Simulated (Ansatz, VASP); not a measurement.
**CdAg2: VASP beside Ansatz**

```
Cd Ag
1.0
     0.00000    3.92954    3.92954
     3.92954    0.00000    3.92954
     3.92954    3.92954    0.00000
Cd Ag
2 4
Direct
  0.50000 0.50000 0.50000
  0.75000 0.75000 0.75000
  0.12500 0.12500 0.12500
  0.62500 0.12500 0.12500
  0.12500 0.12500 0.62500
  0.12500 0.62500 0.12500
```

Alike in both runs: functional PBE; k mesh 8 × 8 × 8; occupations fermi-dirac, width 0.15 eV; no spin polarisation.

Ansatz relaxed the structure, and its values are those at the end. VASP's run is a single point on that final structure, the one shown.

```csv
,VASP,Ansatz
version,VASP 6.6.1,Ansatz 0.2.0
potentials or method,"VASP PAW PBE potentials, release 64 (Cd, Ag), cutoff 520 eV","scalar-relativistic, plane waves, PAW"
valence electrons in the cell,68,116
```

|  | VASP | Ansatz | Ansatz less VASP |
| --- | --- | --- | --- |
| gap on the k mesh at the Fermi level (eV) | none | none | - |
| pressure (GPa) | 0.0 | 0.0 | -0.04 |

A gap of «none» marks a metal or a gap that the smearing closes. With one functional, cell and mesh, what is left measures potentials, basis and numerics. VASP's potentials hold 68 valence electrons a cell and Ansatz's 116, so a difference there can come from the potentials and not from the codes.
